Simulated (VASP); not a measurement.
# SiC in VASP: relaxation of the atoms with PBE

Aim: the relaxation of the atoms of SiC with PBE.

All numbers are computed with VASP 6.6.1; they aren't measurements. Logs are shortened: lines on timing, memory, paths and dates and some standing lists are left out, and cuts for length are marked.

## (1) The cell of the first run

The cell holds a slab with vacuum, 8 atoms: a = 3.097 Å, b = 4.379 Å, c = 18.645 Å, α = 90.00°, β = 90.00°, γ = 90.00°.

## (2) Relaxation of the atoms, PBE

Contents of INCAR:

```
PREC = Accurate
ENCUT = 520
EDIFF = 1E-6
ISMEAR = 0
SIGMA = 0.05
LREAL = F
LASPH = T
NELM = 60
ALGO = Normal
ISIF = 2
LWAVE = F
LCHARG = F
LDIPOL = T
IDIPOL = 3
DIPOL = 0.5 0.5 0.500
GGA = PE
IBRION = 2
NSW = 70
EDIFFG = -0.03
LUSENCCL = F
```

Contents of KPOINTS:

```
regular mesh
0
Gamma
  9 6 1
```

Contents of POSCAR:

```
SiC
1.0
    3.0967389898      0.0000000000      0.0000000000
    0.0000000000      4.3794502785      0.0000000000
    0.0000000000      0.0000000000     18.6451084847
Si C
4 4
Selective dynamics
Direct
    0.5000000000      0.5000000000      0.3754335892  F F F
    0.0000000000      0.0000000000      0.4584778631  F F F
    0.5000000000      0.5000000000      0.5415221369  T T T
    0.0000000000      0.0000000000      0.6245664108  T T T
    0.0000000000      0.2500000000      0.3754335892  F F F
    0.5000000000      0.7500000000      0.4584778631  F F F
    0.0000000000      0.2500000000      0.5415221369  T T T
    0.5000000000      0.7500000000      0.6245664108  T T T
```

Potentials or basis: VASP PAW PBE potentials, release 64 (Si, C).

Started as:

```sh
cat potpaw_PBE.64/Si/POTCAR potpaw_PBE.64/C/POTCAR > POTCAR
mpirun -np 1 vasp_std > vasp.out
```

OUTCAR:

```text
PREC = Accurate
   ENCUT = 520
   EDIFF = 1E-6
   ISMEAR = 0
   LREAL = F
   LASPH = T
   NELM = 60
   ISIF = 2
   GGA = PE
   IBRION = 2
   NSW = 70
   EDIFFG = -0.03

 ion  position               nearest neighbor table
   1  0.500  0.500  0.375-   5 1.90   5 1.90   6 1.90   3 3.10   2 3.10   2 3.10   2 3.10   2 3.10

   2  0.000  0.000  0.458-   7 1.90   6 1.90   6 1.90   5 1.90   3 3.10   3 3.10   3 3.10   3 3.10
                             4 3.10   1 3.10   1 3.10   1 3.10   1 3.10
   3  0.500  0.500  0.542-   6 1.90   7 1.90   7 1.90   8 1.90   2 3.10   2 3.10   2 3.10   2 3.10
                             1 3.10   4 3.10   4 3.10   4 3.10   4 3.10
   4  0.000  0.000  0.625-   8 1.90   8 1.90   7 1.90   2 3.10   3 3.10   3 3.10   3 3.10   3 3.10

   5  0.000  0.250  0.375-   1 1.90   1 1.90   2 1.90
   6  0.500  0.750  0.458-   3 1.90   2 1.90   2 1.90   1 1.90
   7  0.000  0.250  0.542-   2 1.90   3 1.90   3 1.90   4 1.90
   8  0.500  0.750  0.625-   4 1.90   4 1.90   3 1.90

  LATTYP: Found a simple orthorhombic cell.
 ALAT       =     3.0967389898
 B/A-ratio  =     1.4142135624
 C/A-ratio  =     6.0208847262

  Lattice vectors:

 A1 = (   3.0967389898,   0.0000000000,   0.0000000000)
 A2 = (   0.0000000000,   4.3794502785,   0.0000000000)
 A3 = (   0.0000000000,   0.0000000000,  18.6451084847)

Analysis of symmetry for initial positions (statically):
=====================================================================
 Subroutine PRICEL returns:
 Original cell was already a primitive cell.

 Routine SETGRP: Setting up the symmetry group for a
 simple orthorhombic supercell.

 Subroutine GETGRP returns: Found  4 space group operations
 (whereof  2 operations were pure point group operations)
 out of a pool of  8 trial point group operations.

The static configuration has the point symmetry C_1h.
 The point group associated with its full space group is C_2v.

Analysis of symmetry for dynamics (positions and initial velocities):
=====================================================================
 Subroutine PRICEL returns:
 Original cell was already a primitive cell.

 Routine SETGRP: Setting up the symmetry group for a
 simple orthorhombic supercell.

 Subroutine GETGRP returns: Found  4 space group operations
 (whereof  2 operations were pure point group operations)
 out of a pool of  8 trial point group operations.

The dynamic configuration has the point symmetry C_1h.
 The point group associated with its full space group is C_2v.

Analysis of constrained symmetry for selective dynamics:
=====================================================================
 Subroutine PRICEL returns:
 Original cell was already a primitive cell.

 Routine SETGRP: Setting up the symmetry group for a
 simple orthorhombic supercell.

 Subroutine GETGRP returns: Found  2 space group operations
 (whereof  2 operations were pure point group operations)
 out of a pool of  8 trial point group operations.

The constrained configuration has the point symmetry C_1h.

 Subroutine INISYM returns: Found  2 space group operations
 (whereof  2 operations are pure point group operations),
 and found     1 'primitive' translations

----------------------------------------------------------------------------------------

                                     Primitive cell

  volume of cell :     252.8652

  direct lattice vectors                    reciprocal lattice vectors
     3.096738990  0.000000000  0.000000000     0.322920338  0.000000000  0.000000000
     0.000000000  4.379450279  0.000000000     0.000000000  0.228339160  0.000000000
     0.000000000  0.000000000 18.645108485     0.000000000  0.000000000  0.053633370

  length of vectors
     3.096738990  4.379450279 18.645108485     0.322920338  0.228339160  0.053633370

  position of ions in fractional coordinates (direct lattice)
     0.500000000  0.500000000  0.375433589
     0.000000000  0.000000000  0.458477863
     0.500000000  0.500000000  0.541522137
     0.000000000  0.000000000  0.624566411
     0.000000000  0.250000000  0.375433589
     0.500000000  0.750000000  0.458477863
     0.000000000  0.250000000  0.541522137
     0.500000000  0.750000000  0.624566411

  ion indices of the primitive-cell ions
   primitive index   ion index
                 1           1
                 2           2
                 3           3
                 4           4
                 5           5
                 6           6
                 7           7
                 8           8

----------------------------------------------------------------------------------------

 KPOINTS: regular mesh

Automatic generation of k-mesh.
 Grid dimensions read from file:
 generate k-points for:    9    6    1

 Generating k-lattice:

  Cartesian coordinates                     Fractional coordinates (reciprocal lattice)
     0.035880038  0.000000000  0.000000000     0.111111111  0.000000000  0.000000000
     0.000000000  0.038056527  0.000000000     0.000000000  0.166666667  0.000000000
     0.000000000  0.000000000  0.053633370     0.000000000  0.000000000  1.000000000

  Length of vectors
     0.035880038  0.038056527  0.053633370

  Shift w.r.t. Gamma in fractional coordinates (k-lattice)
     0.000000000  0.000000000  0.000000000

 Subroutine IBZKPT returns following result:
 ===========================================

 Found     20 irreducible k-points:

 Following reciprocal coordinates:
            Coordinates               Weight
  0.000000  0.000000  0.000000      1.000000
  0.111111  0.000000  0.000000      2.000000
  0.222222  0.000000  0.000000      2.000000
  0.333333  0.000000  0.000000      2.000000
  0.444444  0.000000  0.000000      2.000000
  0.000000  0.166667  0.000000      2.000000
[... 12 lines left out ...]
  0.333333  0.500000  0.000000      2.000000
  0.444444  0.500000  0.000000      2.000000
   k-points           NKPTS =     20   k-points in BZ     NKDIM =     20   number of bands    NBANDS=     21
   number of dos      NEDOS =    301   number of ions     NIONS =      8
   total plane-waves  NPLWV = 120960
   dimension x,y,z NGX =    24 NGY =   36 NGZ =  140
   dimension x,y,z NGXF=    48 NGYF=   72 NGZF=  280
   ions per type =               4   4
   NGX,Y,Z   is equivalent  to a cutoff of  12.88, 13.67, 12.48 a.u.
   NGXF,Y,Z  is equivalent  to a cutoff of  25.77, 27.33, 24.97 a.u.
 SYSTEM =  unknown system
   PREC   = accura    normal or accurate (medium, high low for compatibility)
   ISTART =      0    job   : 0-new  1-cont  2-samecut
   ICHARG =      2    charge: 1-file 2-atom 10-const
   ISPIN  =      1    spin polarized calculation?
   LNONCOLLINEAR =      F non collinear calculations
   LSORBIT =      F    spin-orbit coupling
   LASPH  =      T    aspherical Exc in radial PAW
   ENCUT  =  520.0 eV  38.22 Ry    6.18 a.u.   5.76  8.14 34.67*2*pi/ulx,y,z
   NELM   =     60;   NELMIN=  2; NELMDL= -5     # of ELM steps
   EDIFF  = 0.1E-05   stopping-criterion for ELM
   LREAL  =      F    real-space projection
   EDIFFG = -.3E-01   stopping-criterion for IOM
   NSW    =     70    number of steps for IOM
   IBRION =      2    ionic relax: 0-MD 1-quasi-New 2-CG
   NFREE  =      1    steps in history (QN), initial steepest desc. (CG)
   ISIF   =      2    stress and relaxation
   ISYM   =      2    0-nonsym 1-usesym 2-fastsym
   POTIM  = 0.5000    time-step for ionic-motion
   TEBEG  =    0.0;   TEEND  =   0.0 temperature during run
   PSTRESS=    0.0 pullay stress
   NELECT =      32.0000    total number of electrons
   NUPDOWN=      -1.0000    fix difference up-down
   EMIN   =  10.00;   EMAX   =-10.00  energy-range for DOS
   EFERMI =   0.00;   METHOD = LEGACY
   ISMEAR =     0;   SIGMA  =   0.05  broadening in eV -4-tet -1-fermi 0-gaus
   EFERMI_NEDOS =   21; number of points for ismear=-14 and -15
   IALGO  =     38    algorithm
   IMIX   =      4    mixing-type and parameters
     AMIX     =   0.40;   BMIX     =  1.00
     AMIX_MAG =   1.60;   BMIX_MAG =  1.00
  volume/ion in A,a.u.               =      31.61       213.30
  Fermi-wavevector in a.u.,A,eV,Ry     =   0.821918  1.553200  9.191403  0.675549
  Thomas-Fermi vector in A             =   1.933161
   LORBIT       =      0    0 simple, 1 ext, 2 COOP (PROOUT), +10 PAW based schemes
   GGA     = PE    functional components
   LHFCALC =     F    Hartree Fock is set to
   AEXX    =    0.0000 exact exchange contribution
   IVDW    =     0    specifies the selected vdW correction
   LEPSILON=     F    determine dielectric tensor
   LRPA    =     F    only Hartree local field effects (RPA)
 conjugate gradient relaxation of ions
 non-spin polarized calculation
 Gauss-broadening in eV      SIGMA  =   0.05
  energy-cutoff  :      520.00
  volume of cell :      252.87
 maximum number of plane-waves:      6840
 NGX is ok and might be reduce to    24
   NGX = 11   NGY = 17   NGZ = 69

--------------------------------------- Ionic step        1  -------------------------------------------

 number of electron      31.9999996 magnetization

 Free energy of the ion-electron system (eV)
  ---------------------------------------------------
  ext. energy  EPLUGINS =         0.00000000
  ---------------------------------------------------
  free energy    TOTEN  =       -54.07800549 eV

  energy without entropy =      -54.07791598  energy(sigma->0) =      -54.07796073

------------------------ aborting loop because EDIFF is reached ----------------------------------------

  FORCE on cell =-STRESS in cart. coord.  units (eV):
  Direction    XX          YY          ZZ          XY          YZ          ZX
  --------------------------------------------------------------------------------------
  -------------------------------------------------------------------------------------
  Total       -2.6369589     -6.5090235     -3.7570488      0.0000000     -0.0000119      0.0000000
  in kB      -16.7080137    -41.2417711    -23.8050064      0.0000000     -0.0000754      0.0000000
  external PRESSURE =     -27.2515971 kB  Pullay stress =       0.0000000 kB
[... 107 lines left out ...]
  FREE ENERGIE OF THE ION-ELECTRON SYSTEM (eV)
  ---------------------------------------------------
  free  energy   TOTEN  =       -54.5810955649 eV

  energy  without entropy=      -54.5809890216  energy(sigma->0) =      -54.58104229

 dipolmoment           0.000000      0.000000     -0.002798 electrons x Angstroem

 vacuum level on the upper side and lower side of the slab       (xc-potential included)         0.028        -0.043

[... ionic steps 4 to 15 ...]

--------------------------------------- Ionic step       16  -------------------------------------------

 number of electron      31.9999997 magnetization

------------------------ aborting loop because EDIFF is reached ----------------------------------------
[... 79 lines left out ...]
--------------------------------------- Ionic step       18  -------------------------------------------

 number of electron      31.9999997 magnetization

 dipolmoment           0.000000      0.000000      0.004886 electrons x Angstroem

 Free energy of the ion-electron system (eV)
  ---------------------------------------------------
  ext. energy  EPLUGINS =         0.00000000
  ---------------------------------------------------
  free energy    TOTEN  =       -54.72137725 eV

  energy without entropy =      -54.72129566  energy(sigma->0) =      -54.72133646

 E-fermi :  -0.5179     XC(G=0):  -4.7290

 val. band max:       -0.6099701706   @ k =   0.3333   0.5000   0.0000
 cond. band min:      -0.4275264668   @ k =   0.4444   0.0000   0.0000
 fundamental gap:      0.1824437039
 Fermi energy:        -0.5178538188

 k-point     1 :       0.0000    0.0000    0.0000
  band No.  band energies     occupation
      1     -16.0874      2.00000
      2     -14.2203      2.00000
      3     -12.0669      2.00000
      4     -11.3315      2.00000
      5      -8.6402      2.00000
      6      -7.3302      2.00000
[... 469 lines left out ...]
     20       4.7296      0.00000
     21       4.9377      0.00000

------------------------ aborting loop because EDIFF is reached ----------------------------------------

 vacuum level on the upper side and lower side of the slab       (xc-potential included)        -0.141        -0.197

  FORCE on cell =-STRESS in cart. coord.  units (eV):
  Direction    XX          YY          ZZ          XY          YZ          ZX
  --------------------------------------------------------------------------------------
  -------------------------------------------------------------------------------------
  Total       -0.4722753     -2.2187772     -2.2078957      0.0000000      1.4536878      0.0000000
  in kB       -2.9923798    -14.0583761    -13.9894298      0.0000000      9.2106993      0.0000000
  external PRESSURE =     -10.3467285 kB  Pullay stress =       0.0000000 kB
[... 23 lines left out ...]
  FREE ENERGIE OF THE ION-ELECTRON SYSTEM (eV)
  ---------------------------------------------------
  free  energy   TOTEN  =       -54.7213772490 eV

  energy  without entropy=      -54.7212956613  energy(sigma->0) =      -54.72133646

 reached required accuracy - stopping structural energy minimisation

 vacuum level on the upper side and lower side of the slab         4.397         4.339
```

Wall time 9.2 min (1 × NVIDIA H100 80GB with 1 thread of Intel Xeon Platinum 8481C at 2.70GHz (Sapphire Rapids), shared host); peak memory 1.3 GiB.

What came out:

- Free energy: -54.7214 eV
- Energy gained by relaxing: 80.4 meV/atom
- Ionic steps: 18
- Band gap on the k mesh: 0.18 eV (least direct gap 0.50 eV)

The path:
```
step  energy change (eV)  largest force on free atoms (eV/Å)  pressure (GPa)
   1              0.0000                              3.2202           -2.73
   2             -0.4859                              1.5454           -1.97
   3             -0.5031                              1.5488           -1.77
   4             -0.6134                              0.6487           -1.43
   5             -0.6137                              0.5601           -1.45
   6             -0.6269                              0.2762           -1.39
   7             -0.6269                              0.2677           -1.40
   8             -0.6333                              0.1683           -1.35
   9             -0.6377                              0.2420           -1.24
  10             -0.6416                              0.1445           -1.10
  11             -0.6420                              0.1840           -1.03
  12             -0.6416                              0.2487           -0.94
  13             -0.6430                              0.0517           -0.99
  14             -0.6432                              0.0322           -0.99
  15             -0.6432                              0.0395           -0.99
  16             -0.6433                              0.0348           -1.00
  17             -0.6433                              0.0376           -1.01
  18             -0.6434                              0.0224           -1.03
```

Final structure:
```cif
data_structure
_symmetry_space_group_name_H-M 'P 1'
_symmetry_Int_Tables_number 1
_cell_length_a 3.0967
_cell_length_b 4.3795
_cell_length_c 18.6451
_cell_angle_alpha 90.000
_cell_angle_beta 90.000
_cell_angle_gamma 90.000
_cell_volume 252.87
loop_
_atom_site_label
_atom_site_type_symbol
_atom_site_fract_x
_atom_site_fract_y
_atom_site_fract_z
_atom_site_occupancy
Si1 Si 0.50000 0.50000 0.37543 1
Si2 Si 0.00000 0.00000 0.45848 1
Si3 Si 0.50000 0.49731 0.54475 1
Si4 Si 0.00000 0.95021 0.61098 1
C1 C 0.00000 0.25000 0.37543 1
C2 C 0.50000 0.75000 0.45848 1
C3 C 0.00000 0.25625 0.54332 1
C4 C 0.50000 0.75526 0.62379 1
```

Levels at points of the mesh, in eV from the valence-band top:
```csv
k point,band 12,band 13,band 14,band 15,band 16,band 17,band 18,band 19,band 20,band 21
"(0.00, 0.00, 0.00)",-2.42,-1.37,-1.34,-0.52,-0.22,1.13,1.73,2.98,3.90,4.50
"(0.00, 0.50, 0.00)",-2.10,-1.97,-1.15,-0.77,-0.31,0.75,2.09,3.89,4.53,5.39
```

Caveat: semilocal functionals underestimate gaps, and a narrow one can read as zero.
